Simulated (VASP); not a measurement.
Input of a VASP 6.6.1 run:

Contents of INCAR:

```
PREC     = Accurate       # precision mode
ENCUT    = 520            # plane-wave cutoff, eV
EDIFF    = 1E-6           # SCF threshold, eV
ISMEAR   = 0              # smearing method
SIGMA    = 0.1            # smearing width, eV
LREAL    = F              # projectors in reciprocal space
LASPH    = T              # aspherical terms in the spheres
NELM     = 100            # most SCF steps
ALGO     = Normal         # electronic algorithm
ISIF     = 2              # what is computed and relaxed
LWAVE    = F              # write WAVECAR
LCHARG   = F              # write CHGCAR
GGA      = PS             # functional
NBANDS   = 19             # bands
```

KPOINTS

```
regular mesh
0
Gamma
  14 14 14
```

POSCAR

```
Cr
1.0
    2.9831460502      0.0000000000      0.0000000000
    0.0000000000      2.9831460502      0.0000000000
    0.0000000000      0.0000000000      2.7129743324
Cr
2
Direct
    0.0000000000      0.0000000000      0.0000000000
    0.5000000000      0.5000000000      0.5000000000
```

Potentials or basis: VASP PAW PBE potentials, release 64 (Cr_pv).

Run with:

```sh
$ cat potpaw_PBE.64/Cr_pv/POTCAR > POTCAR
$ mpirun -np 1 vasp_std > vasp.out
```

Question: Estimate the band gap on the k mesh.

Answer: Zero (band 12 reaches 11.21 eV, above the bottom of band 13 at 9.53 eV).

Question: What does it give for the pressure?

Answer: -18.0 GPa.

Stress tensor (GPa, compression positive):
```
-27.80   0.00   0.00
  0.00 -27.80   0.00
  0.00   0.00   1.62
```

Caveat: the cell differs from its parent crystal (biaxial strain in the a-b plane: +6.0 %); the PAW data sets were made with another functional, which shifts forces and pressure a little; the run has no spin polarisation, though such a crystal can be magnetic. Spin polarisation is off, so any magnetic state and its effect on volume and gap are missing.
